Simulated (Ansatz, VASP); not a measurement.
**CsI: VASP beside Ansatz**

```
CELL_PARAMETERS angstrom
4.50319 0.00000 0.00000
0.00000 4.50319 0.00000
0.00000 0.00000 4.50319
ATOMIC_POSITIONS crystal
Cs 0.00000 0.00000 0.00000
I 0.50000 0.50000 0.50000
```

Alike in both runs: functional PBEsol; k mesh 10 × 10 × 10; occupations fermi-dirac, width 0.1 eV; no spin polarisation.

Ansatz relaxed the structure, and its values are those at the end. VASP's run is a single point on that final structure, the one shown.

|  | VASP | Ansatz |
| --- | --- | --- |
| version | VASP 6.6.1 | Ansatz 0.2.0 |
| potentials or method | VASP PAW PBE potentials, release 64 (Cs_sv, I) | PAW with Ansatz's default frozen-core files, scalar-relativistic |
| plane-wave cutoff (eV) | 500 | 420 |
| valence electrons in the cell | 16 | 26 |

Ansatz gave:

```
pressure (GPa) : 0.0
```

Question: Which values does VASP return?

Answer: Pressure (GPa): 0.1.

VASP's potentials were made for PBE, not for PBEsol. VASP's potentials hold 16 valence electrons a cell and Ansatz's 26, so a difference there can come from the potentials and not from the codes.

Spin-orbit coupling is off throughout.
